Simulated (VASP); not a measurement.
Wanted: the native input for a VASP 6.6.1 run.

* Task: relaxation of cell and atoms
* Functional: PBEsol
* Potentials or basis: VASP PAW PBE potentials, release 64 (Nb_sv)
* Cutoff: 600 eV
* k mesh: 18 × 18 × 18
* Occupations: fermi-dirac, width 0.05 eV
* Spin: no spin polarisation
* Dipole correction: no
* Further INCAR settings: ALGO = Normal; EDIFF = 1e-07; IBRION = 2; EDIFFG = -0.005; NSW = 60; ISIF = 3

The structure of Nb lies in POSCAR:

```
Nb
1.0
   -1.6503519298      1.6503519298      1.6503519298
    1.6503519298     -1.6503519298      1.6503519298
    1.6503519298      1.6503519298     -1.6503519298
Nb
1
Direct
    0.0000000000      0.0000000000      0.0000000000
```

The input as run:

INCAR

```
PREC = Accurate
ENCUT = 600
EDIFF = 1E-7
ISMEAR = -1
SIGMA = 0.05
LREAL = False
LASPH = True
NELM = 100
ALGO = Normal
ISIF = 3
LWAVE = False
LCHARG = False
GGA = PS
IBRION = 2
NSW = 60
EDIFFG = -0.005
```

KPOINTS

```
Automatic mesh
0
Gamma
  18 18 18
```

Potentials or basis: VASP PAW PBE potentials, release 64 (Nb_sv).

Run with:

```sh
$ cat potpaw_PBE.64/Nb_sv/POTCAR > POTCAR
$ mpirun -np 1 vasp_std > vasp.out
```

Results of the run:

* Relaxed volume: 17.50 Å³/atom
* Relaxed cell: a = 2.833 Å, b = 2.833 Å, c = 2.833 Å, α = 109.47°, β = 109.47°, γ = 109.47°
* Space group after relaxing (to 0.05 Å): Im-3m (No. 229)
* Energy gained by relaxing: 7.1 meV/atom
* Ionic steps: 4
* Pressure after relaxing: 0.0 GPa

Caveat: the PAW data sets were made with another functional, which shifts forces and pressure a little.

It took 40 s on 1 thread of Intel(R) Xeon(R) 6975P-C (Granite Rapids) (shared host), peak memory 0.17 GiB.
